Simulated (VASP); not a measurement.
Wanted: the native input for a VASP 6.6.1 run.

```
Task                   : single point
Functional             : PBEsol
Dispersion             : D3(BJ)
Potentials or basis    : VASP PAW PBE potentials, release 64 (Bi_d)
Cutoff                 : 520 eV
k mesh                 : 18 × 18 × 18
Occupations            : gaussian, width 0.15 eV
Spin                   : no spin polarisation
Dipole correction      : no
Further INCAR settings : ALGO = Fast; EDIFF = 1e-06; NBANDS = 14
```

The structure of Bi lies in POSCAR:

```
Bi
1.0
   -1.7540160518      1.7540160518      2.0367634394
    1.7540160518     -1.7540160518      2.0367634394
    1.7540160518      1.7540160518     -2.0367634394
Bi
1
Direct
    0.0000000000      0.0000000000      0.0000000000
```

The input as run:

INCAR

```
SYSTEM = Bi
ALGO     = Fast           ! electronic algorithm
EDIFF    = 1E-6           ! SCF threshold, eV
ENCUT    = 520            ! plane-wave cutoff, eV
GGA      = PS             ! functional
ISIF     = 2              ! what is computed and relaxed
ISMEAR   = 0              ! smearing method
IVDW     = 12             ! dispersion correction
LASPH    = .TRUE.         ! aspherical terms in the spheres
LCHARG   = .FALSE.        ! write CHGCAR
LREAL    = .FALSE.        ! projectors in reciprocal space
LWAVE    = .FALSE.        ! write WAVECAR
NBANDS   = 14             ! bands
NELM     = 100            ! most SCF steps
PREC     = Accurate       ! precision mode
SIGMA    = 0.15           ! smearing width, eV
```

KPOINTS

```
k-points
0
G
  18 18 18
  0 0 0
```

Potentials or basis: VASP PAW PBE potentials, release 64 (Bi_d).

The run is started by

```console
$ cat potpaw_PBE.64/Bi_d/POTCAR > POTCAR
$ mpirun -np 1 vasp_std > vasp.out
```

Results of the run:

```yaml
Pressure: 12.3 GPa
Band_gap_on_the_k_mesh: zero (an odd number of electrons rules out a gap without spin polarisation)
Dispersion_energy_per_atom: -0.657 eV
```

Caveat: the cell stands under pressure; the PAW data sets were made with another functional, which shifts forces and pressure a little; spin-orbit coupling is left out, which moves the levels of the heavy elements.

It took 74 s on 1 thread of AMD EPYC 9R45 96-Core Processor (Zen 5), on a shared host, peak memory 0.24 GiB.
